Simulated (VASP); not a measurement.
# Cs8TiSn7I24 (a cell with a defect) in VASP: single point with PBEsol

Aim: the single point of Cs8TiSn7I24 (a cell with a defect) with PBEsol.

Everything below comes from runs of VASP 6.6.1. Logs are shortened: lines on timing, memory, paths and dates and some standing lists are left out, and cuts for length are marked.

## Step 1: The cell of the first run

The cell holds a defect, 40 atoms: a = 12.314 Å, b = 12.314 Å, c = 12.314 Å, α = 90.00°, β = 90.00°, γ = 90.00°.

## Step 2: Single point, PBEsol

File INCAR:

```
SYSTEM = Cs8TiSn7I24
PREC = Accurate ; ENCUT = 400
EDIFF = 1E-6 ; ISMEAR = -1
SIGMA = 0.05 ; LREAL = Auto
LASPH = .True. ; NELM = 120
ALGO = Normal ; ISIF = 2
LWAVE = .False. ; LCHARG = .False.
GGA = PS ; NBANDS = 201
ISYM = -1 ; GGA_COMPAT = .False.
```

File KPOINTS:

```
explicit points
1
Reciprocal
  0.25000000   0.25000000   0.25000000 1
```

File POSCAR:

```
Cs8TiSn7I24
1.0
   12.3144620000      0.0000000000      0.0000000000
    0.0000000000     12.3144620000      0.0000000000
    0.0000000000      0.0000000000     12.3144620000
Cs Ti Sn I
8 1 7 24
Direct
    0.9737270000      0.0009400000      0.9741070000
    0.9943290000      0.9932010000      0.4942800000
    0.9724420000      0.5278950000      0.9630450000
    0.9585180000      0.5119340000      0.5242430000
    0.4840280000      0.0010600000      0.9988340000
    0.5073040000      0.9482580000      0.4845080000
    0.5192210000      0.5284050000      0.9669560000
    0.2568060000      0.3992340000      0.2645580000
    0.4898240000      0.3071020000      0.4923250000
    0.2467790000      0.2541290000      0.7610060000
    0.2454670000      0.7617480000      0.2427830000
    0.2400390000      0.7508490000      0.7473640000
    0.7605220000      0.2481060000      0.2486320000
    0.7462490000      0.2524910000      0.7498130000
    0.7521830000      0.7435190000      0.2380490000
    0.7387090000      0.7567950000      0.7375150000
    0.3193350000      0.2816880000      0.9967940000
    0.2876860000      0.2109690000      0.5053220000
    0.2433090000      0.6989940000      0.9989810000
    0.2376840000      0.7864710000      0.4969460000
    0.7435340000      0.2292630000      0.9909930000
    0.7079720000      0.2808090000      0.4921660000
    0.7513670000      0.7704290000      0.9872640000
    0.7477390000      0.7425180000      0.4877670000
    0.9952410000      0.2672440000      0.3278660000
    0.9892040000      0.2462770000      0.7545700000
    0.0036620000      0.6947450000      0.2485210000
    0.9890670000      0.7685060000      0.7414570000
    0.5030060000      0.2165930000      0.2869030000
    0.4912290000      0.2811730000      0.7109510000
    0.5009530000      0.7718580000      0.2244940000
    0.4894020000      0.7588260000      0.7502320000
    0.2119670000      0.9868190000      0.2050370000
    0.2402580000      0.0030010000      0.7941090000
    0.4614590000      0.5133020000      0.4645020000
    0.2110110000      0.5036170000      0.7256130000
    0.7861330000      0.9961260000      0.2510920000
    0.7280020000      0.0072790000      0.7127430000
    0.7356370000      0.4967590000      0.2050470000
    0.7456440000      0.5059130000      0.7524620000
```

Potentials or basis: VASP PAW PBE potentials, release 64 (Cs_sv, Ti_sv, Sn_d, I).

Command:

```bash
> cat potpaw_PBE.64/Cs_sv/POTCAR potpaw_PBE.64/Ti_sv/POTCAR potpaw_PBE.64/Sn_d/POTCAR potpaw_PBE.64/I/POTCAR > POTCAR
> mpirun -np 1 vasp_std > vasp.out
```

OUTCAR:

```text
SYSTEM = Cs8TiSn7I24
   PREC = Accurate
   ENCUT = 400
   EDIFF = 1E-6
   ISMEAR = -1
   LREAL = Auto
   LASPH = .True.
   NELM = 120
   ISIF = 2
   GGA = PS
   ISYM = -1

 ion  position               nearest neighbor table
   1  0.974  0.001  0.974-
   2  0.994  0.993  0.494-
   3  0.972  0.528  0.963-
   4  0.959  0.512  0.524-
   5  0.484  0.001  0.999-
   6  0.507  0.948  0.485-
   7  0.519  0.528  0.967-
   8  0.257  0.399  0.265-
   9  0.490  0.307  0.492-  35 2.59  22 2.71  30 2.71  18 2.76  29 2.77
  10  0.247  0.254  0.761-  17 3.06  30 3.09  34 3.12  36 3.13  26 3.17  18 3.23
  11  0.245  0.762  0.243-  33 2.84  27 3.09  19 3.10  20 3.15  31 3.16
  12  0.240  0.751  0.747-  32 3.07  36 3.08  28 3.10  20 3.11  34 3.16  19 3.16
  13  0.761  0.248  0.249-  25 3.06  22 3.09  37 3.12  39 3.12  21 3.19  29 3.23
  14  0.746  0.252  0.750-  21 2.98  26 2.99  38 3.06  40 3.12  30 3.20  22 3.23
  15  0.752  0.744  0.238-  39 3.07  24 3.08  23 3.11  31 3.12  37 3.14  27 3.16
  16  0.739  0.757  0.738-  32 3.07  24 3.08  23 3.08  28 3.09  40 3.10  38 3.10
  17  0.319  0.282  0.997-  10 3.06
  18  0.288  0.211  0.505-   9 2.76  10 3.23
  19  0.243  0.699  0.999-  11 3.10  12 3.16
  20  0.238  0.786  0.497-  12 3.11  11 3.15
  21  0.744  0.229  0.991-  14 2.98  13 3.19
  22  0.708  0.281  0.492-   9 2.71  13 3.09  14 3.23
  23  0.751  0.770  0.987-  16 3.08  15 3.11
  24  0.748  0.743  0.488-  15 3.08  16 3.08
  25  0.995  0.267  0.328-  13 3.06
  26  0.989  0.246  0.755-  14 2.99  10 3.17
  27  0.004  0.695  0.249-  11 3.09  15 3.16
  28  0.989  0.769  0.741-  16 3.09  12 3.10
  29  0.503  0.217  0.287-   9 2.77  13 3.23
  30  0.491  0.281  0.711-   9 2.71  10 3.09  14 3.20
  31  0.501  0.772  0.224-  15 3.12  11 3.16
  32  0.489  0.759  0.750-  12 3.07  16 3.07
  33  0.212  0.987  0.205-  11 2.84
  34  0.240  0.003  0.794-  10 3.12  12 3.16
  35  0.461  0.513  0.465-   9 2.59
  36  0.211  0.504  0.726-  12 3.08  10 3.13
  37  0.786  0.996  0.251-  13 3.12  15 3.14
  38  0.728  0.007  0.713-  14 3.06  16 3.10
  39  0.736  0.497  0.205-  15 3.07  13 3.12
  40  0.746  0.506  0.752-  16 3.10  14 3.12

IMPORTANT INFORMATION: All symmetrisations will be switched off!
NOSYMM: (Re-)initialisation of all symmetry stuff for point group C_1.

----------------------------------------------------------------------------------------

                                     Primitive cell

  volume of cell :    1867.4386

  direct lattice vectors                    reciprocal lattice vectors
    12.314462000  0.000000000  0.000000000     0.081205334  0.000000000  0.000000000
     0.000000000 12.314462000  0.000000000     0.000000000  0.081205334  0.000000000
     0.000000000  0.000000000 12.314462000     0.000000000  0.000000000  0.081205334

  length of vectors
    12.314462000 12.314462000 12.314462000     0.081205334  0.081205334  0.081205334

  position of ions in fractional coordinates (direct lattice)
     0.973727000  0.000940000  0.974107000
     0.994329000  0.993201000  0.494280000
     0.972442000  0.527895000  0.963045000
     0.958518000  0.511934000  0.524243000
     0.484028000  0.001060000  0.998834000
     0.507304000  0.948258000  0.484508000
[... 32 lines left out ...]
     0.735637000  0.496759000  0.205047000
     0.745644000  0.505913000  0.752462000

  ion indices of the primitive-cell ions
   primitive index   ion index
                 1           1
                 2           2
                 3           3
                 4           4
                 5           5
                 6           6
[... 32 lines left out ...]
                39          39
                40          40

----------------------------------------------------------------------------------------

 KPOINTS: explicit points

Read explicit list of k-points.

 Found      1 k-points:

 Following reciprocal coordinates:
            Coordinates               Weight
  0.250000  0.250000  0.250000      1.000000
   k-points           NKPTS =      1   k-points in BZ     NKDIM =      1   number of bands    NBANDS=    201
   number of dos      NEDOS =    301   number of ions     NIONS =     40
   total plane-waves  NPLWV = 512000
   dimension x,y,z NGX =    80 NGY =   80 NGZ =   80
   dimension x,y,z NGXF=   160 NGYF=  160 NGZF=  160
   ions per type =               8   1   7  24
   NGX,Y,Z   is equivalent  to a cutoff of  10.80, 10.80, 10.80 a.u.
   NGXF,Y,Z  is equivalent  to a cutoff of  21.60, 21.60, 21.60 a.u.
 SYSTEM =  Cs8TiSn7I24
   PREC   = accura    normal or accurate (medium, high low for compatibility)
   ISTART =      0    job   : 0-new  1-cont  2-samecut
   ICHARG =      2    charge: 1-file 2-atom 10-const
   ISPIN  =      1    spin polarized calculation?
   LNONCOLLINEAR =      F non collinear calculations
   LSORBIT =      F    spin-orbit coupling
   LASPH  =      T    aspherical Exc in radial PAW
   ENCUT  =  400.0 eV  29.40 Ry    5.42 a.u.  20.08 20.08 20.08*2*pi/ulx,y,z
   NELM   =    120;   NELMIN=  2; NELMDL= -5     # of ELM steps
   EDIFF  = 0.1E-05   stopping-criterion for ELM
   LREAL  =      T    real-space projection
   EDIFFG = 0.1E-04   stopping-criterion for IOM
   NSW    =      0    number of steps for IOM
   IBRION =     -1    ionic relax: 0-MD 1-quasi-New 2-CG
   NFREE  =      0    steps in history (QN), initial steepest desc. (CG)
   ISIF   =      2    stress and relaxation
   ISYM   =     -1    0-nonsym 1-usesym 2-fastsym
   POTIM  = 0.5000    time-step for ionic-motion
   TEBEG  =    0.0;   TEEND  =   0.0 temperature during run
   PSTRESS=    0.0 pullay stress
   NELECT =     350.0000    total number of electrons
   NUPDOWN=      -1.0000    fix difference up-down
   EMIN   =  10.00;   EMAX   =-10.00  energy-range for DOS
   EFERMI =   0.00;   METHOD = LEGACY
   ISMEAR =    -1;   SIGMA  =   0.05  broadening in eV -4-tet -1-fermi 0-gaus
   EFERMI_NEDOS =   21; number of points for ismear=-14 and -15
   IALGO  =     38    algorithm
   IMIX   =      4    mixing-type and parameters
     AMIX     =   0.40;   BMIX     =  1.00
     AMIX_MAG =   1.60;   BMIX_MAG =  1.00
  volume/ion in A,a.u.               =      46.69       315.05
  Fermi-wavevector in a.u.,A,eV,Ry     =   0.936876  1.770439 11.942330  0.877736
  Thomas-Fermi vector in A             =   2.063930
   LORBIT       =      0    0 simple, 1 ext, 2 COOP (PROOUT), +10 PAW based schemes
   GGA     = PS    functional components
   LHFCALC =     F    Hartree Fock is set to
   AEXX    =    0.0000 exact exchange contribution
   IVDW    =     0    specifies the selected vdW correction
   LEPSILON=     F    determine dielectric tensor
   LRPA    =     F    only Hartree local field effects (RPA)
 non-spin polarized calculation
  energy-cutoff  :      400.00
  volume of cell :     1867.44
 maximum number of plane-waves:     33935
 NGX is ok and might be reduce to    80
   NGX = 41   NGY = 41   NGZ = 41

 number of electron     350.0000009 magnetization

 Free energy of the ion-electron system (eV)
  ---------------------------------------------------
  ext. energy  EPLUGINS =         0.00000000
  ---------------------------------------------------
  free energy    TOTEN  =      -123.81451261 eV

  energy without entropy =     -123.70855404  energy(sigma->0) =     -123.76153333

 E-fermi :   3.6910     XC(G=0):  -7.7287

 val. band max:        3.6082913511   @ k =   0.2500   0.2500   0.2500
 cond. band min:       3.8069234823   @ k =   0.2500   0.2500   0.2500
 fundamental gap:      0.1986321312
 Fermi energy:         3.6909877111

 k-point     1 :       0.2500    0.2500    0.2500
  band No.  band energies     occupation
      1     -54.0812      2.00000
      2     -30.9070      2.00000
      3     -30.3220      2.00000
      4     -30.2234      2.00000
      5     -19.3597      2.00000
      6     -19.3170      2.00000
[... 179 lines left out ...]
    186       4.4440      0.00000
    187       4.5005      0.00000
 [bands above 187 left out]

------------------------ aborting loop because EDIFF is reached ----------------------------------------

  FORCE on cell =-STRESS in cart. coord.  units (eV):
  Direction    XX          YY          ZZ          XY          YZ          ZX
  --------------------------------------------------------------------------------------
  -------------------------------------------------------------------------------------
  Total        0.0590981     -3.1916030     -0.5980629      0.0123642     -0.0478497     -1.0302738
  in kB        0.0507035     -2.7382501     -0.5131107      0.0106079     -0.0410529     -0.8839281
  external PRESSURE =      -1.0668858 kB  Pullay stress =       0.0000000 kB

 VOLUME and BASIS-vectors are now :
 -----------------------------------------------------------------------------
  energy-cutoff  :      400.00
  volume of cell :     1867.44
      direct lattice vectors                 reciprocal lattice vectors
    12.314462000  0.000000000  0.000000000     0.081205334  0.000000000  0.000000000
     0.000000000 12.314462000  0.000000000     0.000000000  0.081205334  0.000000000
     0.000000000  0.000000000 12.314462000     0.000000000  0.000000000  0.081205334

 POSITION                                       TOTAL-FORCE (eV/Angst)
 -----------------------------------------------------------------------------------
     11.99092      0.01158     11.99560        -0.000244     -0.004090      0.001381
     12.24463     12.23074      6.08679         0.002482     -0.002607     -0.001164
     11.97510      6.50074     11.85938        -0.002732      0.002784      0.001056
     11.80363      6.30419      6.45577         0.001517      0.006717      0.002193
      5.96054      0.01305     12.30010         0.000423     -0.000654      0.004630
      6.24718     11.67729      5.96646        -0.008265      0.005627      0.004588
[... 32 lines left out ...]
      9.05897      6.11732      2.52504        -0.006585     -0.009975     -0.003279
      9.18220      6.23005      9.26616         0.003981      0.004714      0.003941
 -----------------------------------------------------------------------------------
    total drift:                               -0.013322     -0.005529      0.004357

  FREE ENERGIE OF THE ION-ELECTRON SYSTEM (eV)
  ---------------------------------------------------
  free  energy   TOTEN  =      -123.8145126134 eV

  energy  without entropy=     -123.7085540430  energy(sigma->0) =     -123.76153333
```

It took 11 min on 1 thread of Intel Xeon Platinum 8175M at 2.50GHz (Skylake/Cascade Lake), shared host; peak memory 1.1 GiB.

What came out:

| Quantity | Value |
| --- | --- |
| Free energy | -123.8145 eV |
| Pressure | -0.1 GPa |
| Largest force | 0.102 eV/Å |

Forces in eV/Å, atoms in the order of the input:
```
Cs   0.000 -0.004  0.001
Cs   0.002 -0.003 -0.001
Cs  -0.003  0.003  0.001
Cs   0.002  0.007  0.002
Cs   0.000 -0.001  0.005
Cs  -0.008  0.006  0.005
Cs   0.001  0.000 -0.001
Cs  -0.013  0.020 -0.009
Ti   0.007 -0.101  0.007
Sn   0.004  0.014  0.009
Sn   0.013 -0.026  0.014
Sn   0.000  0.000 -0.004
Sn   0.004  0.015  0.010
Sn  -0.003 -0.001 -0.010
Sn  -0.003 -0.005  0.002
Sn  -0.004  0.004 -0.010
I   -0.009 -0.012 -0.009
I   -0.071 -0.019 -0.018
I    0.001  0.005 -0.004
I   -0.004  0.000  0.003
I   -0.009 -0.002  0.024
I    0.082  0.016  0.027
I   -0.005 -0.003  0.003
I    0.003  0.004 -0.004
I    0.002 -0.003 -0.019
I    0.017 -0.002 -0.005
I    0.001 -0.001 -0.003
I    0.001  0.000  0.005
I   -0.017 -0.021 -0.072
I    0.023  0.007  0.082
I    0.004 -0.002 -0.004
I    0.001 -0.001  0.004
I   -0.006  0.029 -0.004
I    0.003  0.001 -0.007
I   -0.024  0.074 -0.023
I    0.002  0.001 -0.002
I   -0.003  0.002 -0.002
I    0.013  0.004  0.007
I   -0.007 -0.010 -0.003
I    0.004  0.005  0.004
```

Caveat: the PAW data sets were made with another functional, which shifts forces and pressure a little; spin-orbit coupling is left out, which moves the levels of the heavy elements.
